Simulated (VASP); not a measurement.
Write the native input for VASP 6.6.1 that does the following.

* Task: single point
* Functional: PBE
* Potentials or basis: VASP PAW PBE potentials, release 64 (Sr_sv, O)
* Cutoff: 520 eV
* k mesh: 12 × 12 × 4
* Occupations: fermi-dirac, width 0.02 eV
* Spin: no spin polarisation
* Dipole correction: no
* Further INCAR settings: ALGO = Normal; EDIFF = 1e-07; NBANDS = 24

The structure of SrO lies in POSCAR:

```
SrO
1.0
    3.3893519944      0.0000000000      0.0000000000
   -1.6946759972      3.0858546358      0.0000000000
    0.0000000000      0.0000000000      6.2551048169
Sr O
2 2
Direct
    0.0000000000      0.0000000000      0.0000000000
    0.0000000000      0.0000000000      0.5000000000
    0.3282860134      0.6565720269      0.2500000000
    0.6717139866      0.3434279731      0.7500000000
```

This cell differs from its parent crystal: uniaxial x strain -4.9%.

One way to write it, as run:

INCAR

```
SYSTEM = SrO
  ALGO = Normal
  EDIFF = 1E-7
  ENCUT = 520
  GGA = PE
  ISIF = 2
  ISMEAR = -1
  LASPH = .True.
  LCHARG = .False.
  LREAL = .False.
  LWAVE = .False.
  NBANDS = 24
  NELM = 60
  PREC = Accurate
  SIGMA = 0.02
```

KPOINTS

```
k-points
0
Gamma
  12 12 4
  0 0 0
```

Potentials or basis: VASP PAW PBE potentials, release 64 (Sr_sv, O).

Command:

```bash
$ cat potpaw_PBE.64/Sr_sv/POTCAR potpaw_PBE.64/O/POTCAR > POTCAR
$ mpirun -np 1 vasp_std > vasp.out
```

It gave:

```
Pressure               : 7.4 GPa
Largest force          : 0.005 eV/Å
Band gap on the k mesh : 3.31 eV, direct
```

Caveat: the cell differs from its parent crystal (uniaxial x strain -4.9%).

Wall time 2.8 min on 1 thread of Intel(R) Xeon(R) Platinum 8375C CPU @ 2.90GHz (Ice Lake) (shared host), peak memory 0.31 GiB.
